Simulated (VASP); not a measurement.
AgBr: single point with PBE

AgBr:

```
Ag Br
1.0
     0.00000    2.92166    2.92166
     2.92166    0.00000    2.92166
     2.92166    2.92166    0.00000
Ag Br
1 1
Direct
  0.00000 0.00000 0.00000
  0.50000 0.50000 0.50000
```

| Item | Value |
| --- | --- |
| Program | VASP 6.6.1 |
| Task | single point |
| Functional | PBE |
| Potentials or basis | VASP PAW PBE potentials, release 64 (Ag, Br) |
| Cutoff | 500 eV |
| k mesh | 8 × 8 × 8 |
| Occupations | fermi-dirac, width 0.02 eV |
| Spin | no spin polarisation |

* Pressure: -0.1 GPa
* Band gap on the k mesh: 0.69 eV, indirect (least direct gap 2.43 eV)

Levels at points of the mesh, in eV from the valence-band top:
| k point | band 5 | band 6 | band 7 | band 8 | band 9 | band 10 | band 11 | band 12 | band 13 | band 14 |
| --- | --- | --- | --- | --- | --- | --- | --- | --- | --- | --- |
| (0.00, 0.00, 0.00) | -2.58 | -2.58 | -1.75 | -1.75 | -1.75 | 0.69 | 9.93 | 9.93 | 9.93 | 11.25 |
| (0.50, 0.00, 0.00) | -2.31 | -2.31 | -2.00 | 0.00 | 0.00 | 3.88 | 6.28 | 6.86 | 6.86 | 12.13 |
| (0.50, 0.50, 0.00) | -2.57 | -2.44 | -2.22 | -2.22 | -2.16 | 1.71 | 7.15 | 8.85 | 10.79 | 10.79 |

Run time: 18 s on 1 thread of Intel(R) Xeon(R) Platinum 8488C (Sapphire Rapids), on a shared host, peak memory 0.17 GiB.

A k mesh can miss the band edges. PBE gaps usually lie below the measured ones, often by a third to a half.
